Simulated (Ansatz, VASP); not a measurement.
**Two plane-wave programs on ZnO**

```
CELL_PARAMETERS angstrom
3.27948 0.00000 0.00000
-1.63974 2.84011 0.00000
0.00000 0.00000 5.29376
ATOMIC_POSITIONS crystal
Zn 0.33333 0.66667 0.49997
Zn 0.66667 0.33333 0.99997
O 0.66667 0.33333 0.37904
O 0.33333 0.66667 0.87904
```

Alike in both runs: functional PBE; k mesh 21 × 21 × 12; occupations gaussian, width 0.02 eV; no spin polarisation.

Ansatz relaxed the structure, and its values are those at the end. VASP's run is a single point on that final structure, the one shown.

|  | VASP | Ansatz |
| --- | --- | --- |
| version | VASP 6.6.1 | Ansatz 0.2.0 |
| potentials or method | VASP PAW PBE potentials, release 64 (Zn, O) | scalar-relativistic, plane waves, PAW |
| plane-wave cutoff (eV) | 520 | 420 |
| valence electrons in the cell | 36 | 36 |

|  | VASP | Ansatz | Ansatz less VASP |
| --- | --- | --- | --- |
| gap on the k mesh at the Fermi level (eV) | 0.73 | 0.74 | +0.016 |
| least direct gap on the mesh (eV) | 0.73 | 0.74 | +0.016 |
| pressure (GPa) | 0.9 | 0.0 | -0.90 |

With one functional, cell and mesh, what is left measures potentials, basis and numerics.
